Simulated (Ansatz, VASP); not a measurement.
**Two plane-wave programs on CsAs3**

File INCAR:

```
SYSTEM = CsAs3
PREC = Accurate
ENCUT = 600
EDIFF = 1E-6
ISMEAR = 0
SIGMA = 0.1
LREAL = .FALSE.
LASPH = .TRUE.
NELM = 80
ALGO = Normal
ISIF = 3
LWAVE = .FALSE.
LCHARG = .FALSE.
GGA = PE
IBRION = 2
NSW = 100
EDIFFG = -0.01
```

KPOINTS

```
regular mesh
0
G
  10 10 10
  0 0 0
```

File POSCAR:

```
CsAs3
1.0
    4.7238776514      0.0000000000      0.0000000000
    0.0000000000      4.7238776514      0.0000000000
    0.0000000000      0.0000000000      4.7238776514
Cs As
1 3
Direct
    0.0000000000      0.0000000000      0.0000000000
    0.0000000000      0.5000000000      0.5000000000
    0.5000000000      0.0000000000      0.5000000000
    0.5000000000      0.5000000000      0.0000000000
```

Input for Ansatz:

```yaml
crystal:
  lattice:
    - [4.7238776514, 0.0, 0.0]
    - [0.0, 4.7238776514, 0.0]
    - [0.0, 0.0, 4.7238776514]
  atoms:
    - { symbol: Cs, position: [0.0, 0.0, 0.0] }
    - { symbol: As, position: [0.0, 0.5, 0.5] }
    - { symbol: As, position: [0.5, 0.0, 0.5] }
    - { symbol: As, position: [0.5, 0.5, 0.0] }
basis:
  ecutwfc: 420
kpoints:
  mp_grid: { grid: [10, 10, 10] }
hamiltonian:
  xc: pbe
scf:
  occupations: { method: gaussian, width: 0.1 }
output:
  forces: true
  stress: true
  eigenvalues: true
relax:
  adjacent_minimum: "off"
  f_tol: 0.01
  max_steps: 80
  cell: { stress_tol: 0.05 }
```

Alike in both runs: task relaxation of cell and atoms; functional PBE; k mesh 10 × 10 × 10; occupations gaussian, width 0.1 eV; no spin polarisation.

```csv
,VASP,Ansatz
version,VASP 6.6.1,Ansatz 0.2.0
potentials or method,"VASP PAW PBE potentials, release 64 (Cs_sv, As), cutoff 600 eV","scalar-relativistic, plane waves, PAW"
valence electrons in the cell,24,54
```

```tsv
	VASP	Ansatz	Ansatz less VASP
gap on the k mesh at the Fermi level, each at its own relaxed structure (eV)	none	none	-
relaxed volume (Å³/atom)	26.27	26.18	-0.096
relaxed cell length with the largest relative difference (Å)	4.719	4.713	-0.0057
```

A gap of «none» marks a metal or a gap that the smearing closes. VASP's potentials hold 24 valence electrons a cell and Ansatz's 54, so a difference there can come from the potentials and not from the codes.

Neither program's run includes spin-orbit coupling.
